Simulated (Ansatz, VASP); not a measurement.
## Two plane-wave programs on In2Sb

```xyz
3
Lattice="0.0000 3.6656 3.6656 3.6656 0.0000 3.6656 3.6656 3.6656 0.0000" Properties=species:S:1:pos:R:3 pbc="T T T"
In    1.8328    1.8328    1.8328
In    5.4984    5.4984    5.4984
Sb    0.0000    0.0000    0.0000
```

Alike in both runs: functional r2SCAN; k mesh 12 × 12 × 12; occupations gaussian, width 0.1 eV; no spin polarisation.

Ansatz relaxed the structure, and its values are those at the end. VASP's run is a single point on that final structure, the one shown.

```csv
,VASP,Ansatz
version,VASP 6.6.1,Ansatz 0.2.0
potentials or method,"VASP PAW PBE potentials, release 64 (In_d, Sb), cutoff 520 eV","scalar-relativistic, plane waves, PAW"
valence electrons in the cell,31,41
```

```tsv
	VASP	Ansatz	Ansatz less VASP
gap on the k mesh at the Fermi level (eV)	none	none	-
pressure (GPa)	0.0	0.0	0.00
```

VASP's potentials were made for PBE, not for r2SCAN. A gap of «none» marks a metal or a gap that the smearing closes. VASP's potentials hold 31 valence electrons a cell and Ansatz's 41, so a difference there can come from the potentials and not from the codes.

Neither program's run includes spin-orbit coupling.
